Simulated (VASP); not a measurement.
**Tl: single point with PBE**

Crystal: Tl.

```
Tl
1.0
     0.00000    2.13574    2.13574
     2.13574    0.00000    2.13574
     2.13574    2.13574    0.00000
Tl
1
Direct
  0.00000 0.00000 0.00000
```

This cell differs from its parent crystal: volume scaled by 0.96.

```yaml
Program: VASP 6.6.1
Task: single point
Functional: PBE
Potentials_or_basis: VASP PAW PBE potentials, release 64 (Tl_d)
Cutoff: 520 eV
k_mesh: 16 × 16 × 16
Occupations: fermi-dirac, width 0.05 eV
Spin: no spin polarisation
```

```yaml
Pressure: 45.9 GPa
```

Levels at points of the mesh, in eV from the Fermi level:
```
           k point  band 3  band 4  band 5  band 6  band 7  band 8  band 9  band 10
(0.00, 0.00, 0.00)  -12.80  -12.80  -12.10  -12.10   10.81   13.08   13.08    13.08
(0.50, 0.00, 0.00)  -12.79  -11.50  -11.50   -5.24   -5.13   10.26   10.66    10.66
(0.50, 0.50, 0.00)  -11.54  -11.35  -11.35   -3.55   -2.59    4.51    4.51     9.75
```

Wall time 11 s on 1 thread of Intel(R) Xeon(R) 6975P-C (Granite Rapids), with other jobs on the host, peak memory 0.15 GiB.

Caveat: spin-orbit coupling is left out, which moves the levels of the heavy elements.
